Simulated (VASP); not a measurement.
# CrGa3 (Fm-3m) in VASP: a series of runs, part 2 of 2

VASP 6.6.1.

### 3 Single point, r2SCAN

This run uses another cell than the first one, of 17.28 Å³/atom.

POSCAR reads:

```
CrGa3
1.0
    0.0000000000      3.2570989417      3.2570989417
    3.2570989417      0.0000000000      3.2570989417
    3.2570989417      3.2570989417      0.0000000000
Ga Cr
3 1
Direct
    0.2500000000      0.2500000000      0.2500000000
    0.7500000000      0.7500000000      0.7500000000
    0.5000000000      0.5000000000      0.5000000000
    0.0000000000      0.0000000000      0.0000000000
```

INCAR.step1 reads:

```
  ALGO = Normal
  EDIFF = 1E-4
  ENCUT = 520
  GGA = PE
  ISMEAR = 0
  LASPH = T
  LCHARG = F
  LREAL = F
  LWAVE = T
  NBANDS = 34
  NELM = 60
  PREC = Accurate
  SIGMA = 0.1
```

INCAR.step2 reads:

```
  ALGO = Normal
  EDIFF = 1E-6
  ENCUT = 520
  ISIF = 2
  ISMEAR = 0
  ISTART = 1
  LASPH = T
  LCHARG = F
  LMIXTAU = T
  LREAL = F
  LWAVE = F
  METAGGA = R2SCAN
  NBANDS = 34
  NELM = 60
  PREC = Accurate
  SIGMA = 0.1
```

KPOINTS reads:

```
k-points
0
Gamma
  12 12 12
```

Potentials or basis: VASP PAW PBE potentials, release 64 (Ga_d, Cr_pv).

Launch:

```sh
> cat potpaw_PBE.64/Ga_d/POTCAR potpaw_PBE.64/Cr_pv/POTCAR > POTCAR
> cp INCAR.step1 INCAR
> mpirun -np 1 vasp_std > vasp.out
> cp INCAR.step2 INCAR
> mpirun -np 1 vasp_std > vasp.out
```

OUTCAR:

```text
EDIFF = 1E-6
   ENCUT = 520
   ISIF = 2
   ISMEAR = 0
   ISTART = 1
   LASPH = T
   LREAL = F
   METAGGA = R2SCAN
   NELM = 60
   PREC = Accurate

 ion  position               nearest neighbor table
   1  0.250  0.250  0.250-   4 2.82   3 2.82   4 2.82   3 2.82   4 2.82   4 2.82   3 2.82   3 2.82

   2  0.750  0.750  0.750-   3 2.82   4 2.82   3 2.82   3 2.82   4 2.82   3 2.82   4 2.82   4 2.82

   3  0.500  0.500  0.500-   1 2.82   2 2.82   1 2.82   1 2.82   2 2.82   1 2.82   2 2.82   2 2.82

   4  0.000  0.000  0.000-   2 2.82   1 2.82   2 2.82   1 2.82   2 2.82   2 2.82   1 2.82   1 2.82

  LATTYP: Found a face centered cubic cell.
 ALAT       =     6.5141978834

  Lattice vectors:

 A1 = (   0.0000000000,   3.2570989417,   3.2570989417)
 A2 = (   3.2570989417,   0.0000000000,   3.2570989417)
 A3 = (   3.2570989417,   3.2570989417,   0.0000000000)

Analysis of symmetry for initial positions (statically):
=====================================================================
 Subroutine PRICEL returns:
 Original cell was already a primitive cell.

 Routine SETGRP: Setting up the symmetry group for a
 face centered cubic supercell.

 Subroutine GETGRP returns: Found 48 space group operations
 (whereof 48 operations were pure point group operations)
 out of a pool of 48 trial point group operations.

The static configuration has the point symmetry O_h .

Analysis of symmetry for dynamics (positions and initial velocities):
=====================================================================
 Subroutine PRICEL returns:
 Original cell was already a primitive cell.

 Routine SETGRP: Setting up the symmetry group for a
 face centered cubic supercell.

 Subroutine GETGRP returns: Found 48 space group operations
 (whereof 48 operations were pure point group operations)
[... 116 lines left out ...]
   PSTRESS=    0.0 pullay stress
   NELECT =      51.0000    total number of electrons
   NUPDOWN=      -1.0000    fix difference up-down
   EMIN   =  10.00;   EMAX   =-10.00  energy-range for DOS
   EFERMI =   0.00;   METHOD = LEGACY
   ISMEAR =     0;   SIGMA  =   0.10  broadening in eV -4-tet -1-fermi 0-gaus
   EFERMI_NEDOS =   21; number of points for ismear=-14 and -15
   IALGO  =     38    algorithm
   IMIX   =      4    mixing-type and parameters
     AMIX     =   0.40;   BMIX     =  1.00
     AMIX_MAG =   1.60;   BMIX_MAG =  1.00
  volume/ion in A,a.u.               =      17.28       116.59
  Fermi-wavevector in a.u.,A,eV,Ry     =   1.479417  2.795693 29.778727  2.188675
  Thomas-Fermi vector in A             =   2.593577
   LORBIT       =      0    0 simple, 1 ext, 2 COOP (PROOUT), +10 PAW based schemes
   METAGGA = R2SCAN    functional components
   LHFCALC =     F    Hartree Fock is set to
   AEXX    =    0.0000 exact exchange contribution
   IVDW    =     0    specifies the selected vdW correction
   LEPSILON=     F    determine dielectric tensor
   LRPA    =     F    only Hartree local field effects (RPA)
 non-spin polarized calculation
 Gauss-broadening in eV      SIGMA  =   0.10
  energy-cutoff  :      520.00
  volume of cell :       69.11
 maximum number of plane-waves:      1880
 NGX is ok and might be reduce to    36
   NGX = 17   NGY = 17   NGZ = 17

 number of electron      50.9999976 magnetization

 Free energy of the ion-electron system (eV)
  ---------------------------------------------------
  ext. energy  EPLUGINS =         0.00000000
  ---------------------------------------------------
  free energy    TOTEN  =       -46.50229656 eV

  energy without entropy =      -46.47723941  energy(sigma->0) =      -46.48976799

 E-fermi :   6.3644     XC(G=0): -12.6544

 val. band max:        6.3594744390   @ k =  -0.3333   0.4167   0.1667
 cond. band min:       6.3649505549   @ k =  -0.1667   0.2500   0.0833
 fundamental gap:      0.0054761159
 Fermi energy:         6.3644103339

 k-point     1 :       0.0000    0.0000    0.0000
  band No.  band energies     occupation
      1     -38.0865      2.00000
      2     -38.0864      2.00000
      3     -38.0863      2.00000
      4      -9.2580      2.00000
      5      -9.2580      2.00000
      6      -9.2451      2.00000
[... 877 lines left out ...]
     33      11.5827      0.00000
     34      12.2596      0.00000

 [... further k-points ...]
[... 5 lines left out ...]
  --------------------------------------------------------------------------------------
  -------------------------------------------------------------------------------------
  Total       -4.6733515     -4.6733515     -4.6733515      0.0000000     -0.0000000      0.0000000
  in kB     -108.3468219   -108.3468219   -108.3468219      0.0000000     -0.0000000      0.0000000
  external PRESSURE =    -108.3468219 kB  Pullay stress =       0.0000000 kB

 VOLUME and BASIS-vectors are now :
 -----------------------------------------------------------------------------
  energy-cutoff  :      520.00
  volume of cell :       69.11
      direct lattice vectors                 reciprocal lattice vectors
     0.000000000  3.257098942  3.257098942    -0.153510842  0.153510842  0.153510842
     3.257098942  0.000000000  3.257098942     0.153510842 -0.153510842  0.153510842
     3.257098942  3.257098942  0.000000000     0.153510842  0.153510842 -0.153510842

 POSITION                                       TOTAL-FORCE (eV/Angst)
 -----------------------------------------------------------------------------------
      1.62855      1.62855      1.62855        -0.000000     -0.000000     -0.000000
      4.88565      4.88565      4.88565         0.000000      0.000000      0.000000
      3.25710      3.25710      3.25710        -0.000000     -0.000000     -0.000000
      0.00000      0.00000      0.00000        -0.000000     -0.000000     -0.000000
 -----------------------------------------------------------------------------------
    total drift:                                0.000000      0.000000      0.000000

  FREE ENERGIE OF THE ION-ELECTRON SYSTEM (eV)
  ---------------------------------------------------
  free  energy   TOTEN  =       -46.5022965632 eV

  energy  without entropy=      -46.4772394137  energy(sigma->0) =      -46.48976799
```

OUTCAR.step1:

```text
EDIFF = 1E-4
   ENCUT = 520
   GGA = PE
   ISMEAR = 0
[... 1120 lines left out ...]
      1.62855      1.62855      1.62855        -0.000000      0.000000     -0.000000
      4.88565      4.88565      4.88565        -0.000000     -0.000000      0.000000
      3.25710      3.25710      3.25710         0.000000     -0.000000     -0.000000
      0.00000      0.00000      0.00000         0.000000     -0.000000     -0.000000
 -----------------------------------------------------------------------------------
    total drift:                                0.000000      0.000000      0.000000

  FREE ENERGIE OF THE ION-ELECTRON SYSTEM (eV)
  ---------------------------------------------------
  free  energy   TOTEN  =       -16.1029137754 eV

  energy  without entropy=      -16.0708069509  energy(sigma->0) =      -16.08686036
```

Run time: 11 min. Hardware: 1 thread of Oxide Virtual Turin-like, shared host; peak memory 0.28 GiB.

What came out:

* Free energy: -46.5023 eV
* Pressure: -10.8 GPa
* Band gap on the k mesh: zero (an odd number of electrons rules out a gap without spin polarisation)

Caveat: the cell stands under tension; the PAW data sets were made with another functional, which shifts forces and pressure a little; the run has no spin polarisation, though such a crystal can be magnetic. Spin polarisation is off, so any magnetic state and its effect on volume and gap are missing.

### 4 Relaxation of cell and atoms, PBE

This run uses another cell than the first one, of 17.28 Å³/atom.

INCAR reads:

```
SYSTEM = CrGa3
PREC = Accurate ; ENCUT = 600
EDIFF = 1E-6 ; ISMEAR = 0
SIGMA = 0.1 ; LREAL = .FALSE.
LASPH = .TRUE. ; NELM = 100
ALGO = Fast ; ISIF = 3
LWAVE = .FALSE. ; LCHARG = .FALSE.
GGA = PE ; IBRION = 2
NSW = 80 ; EDIFFG = -0.01
```

KPOINTS reads:

```
Automatic mesh
0
G
  12 12 12
  0 0 0
```

POSCAR is that of step 3.

Launch:

```sh
> cat potpaw_PBE.64/Ga_d/POTCAR potpaw_PBE.64/Cr_pv/POTCAR > POTCAR
> mpirun -np 1 vasp_std > vasp.out
```

Wall time 20 min (1 thread of Oxide Virtual Turin-like, shared host); peak memory 0.33 GiB.

Results (log left out):

* Free energy: -16.2874 eV
* Relaxed volume: 15.48 Å³/atom
* Relaxed cell: a = 4.440 Å, b = 4.440 Å, c = 4.440 Å, α = 60.00°, β = 60.00°, γ = 60.00°
* Space group after relaxing (to 0.1 Å): Fm-3m (No. 225)
* Energy gained by relaxing: 46.3 meV/atom
* Ionic steps: 3
* Pressure after relaxing: 0.0 GPa
* Band gap on the k mesh: zero (an odd number of electrons rules out a gap without spin polarisation)

The path:
| step | energy change (eV) | largest force (eV/Å) | pressure (GPa) | volume (Å³) |
| --- | --- | --- | --- | --- |
| 1 | 0.0000 | 0.0000 | -7.40 | 69.11 |
| 2 | -0.1839 | 0.0000 | 0.71 | 61.42 |
| 3 | -0.1850 | 0.0000 | 0.02 | 61.91 |

Final structure:
```cif
data_structure
_symmetry_space_group_name_H-M 'P 1'
_symmetry_Int_Tables_number 1
_cell_length_a 4.4403
_cell_length_b 4.4403
_cell_length_c 4.4403
_cell_angle_alpha 60.000
_cell_angle_beta 60.000
_cell_angle_gamma 60.000
_cell_volume 61.91
loop_
_atom_site_label
_atom_site_type_symbol
_atom_site_fract_x
_atom_site_fract_y
_atom_site_fract_z
_atom_site_occupancy
Ga1 Ga 0.25000 0.25000 0.25000 1
Ga2 Ga 0.75000 0.75000 0.75000 1
Ga3 Ga 0.50000 0.50000 0.50000 1
Cr1 Cr 0.00000 0.00000 0.00000 1
```

Levels at points of the mesh, in eV from the Fermi level:
```csv
k point,band 23,band 24,band 25,band 26,band 27,band 28
"(0.00, 0.00, 0.00)",-1.43,-0.31,-0.31,0.62,0.62,0.62
"(0.50, 0.00, 0.00)",-1.90,-0.82,-0.24,-0.24,0.28,0.28
"(0.50, 0.50, 0.00)",-3.71,-1.32,-0.26,-0.26,-0.04,0.93
```

Caveat: the run has no spin polarisation, though such a crystal can be magnetic. Spin polarisation is off, so any magnetic state and its effect on volume and gap are missing.

### 5 The runs side by side

```tsv
task	level	spin	cell	k mesh	cutoff (eV)	gap on the mesh (eV)	pressure (GPa)
single point	PBE	collinear, ferromagnetic start	a = 4.594 Å, angles 60.0°, 4 atoms	6 × 6 × 6	520	none	0.4
single point	r2SCAN	off	a = 4.606 Å, angles 60.0°, 4 atoms	12 × 12 × 12	520	none	-10.8
relaxation of cell and atoms	PBE	off	relaxed from a = 4.606 Å, angles 60.0°, 4 atoms	12 × 12 × 12	600	none	0.0
```

Alike in all rows: potentials or basis VASP PAW PBE potentials, release 64 (Ga_d, Cr_pv); smearing gaussian 0.1 eV.

Caveats: the cell stands under tension (at least some runs); the PAW data sets were made with another functional, which shifts forces and pressure a little (at least some runs).

Total energies depend on the potentials used, so only differences within one code and one set of settings carry meaning.
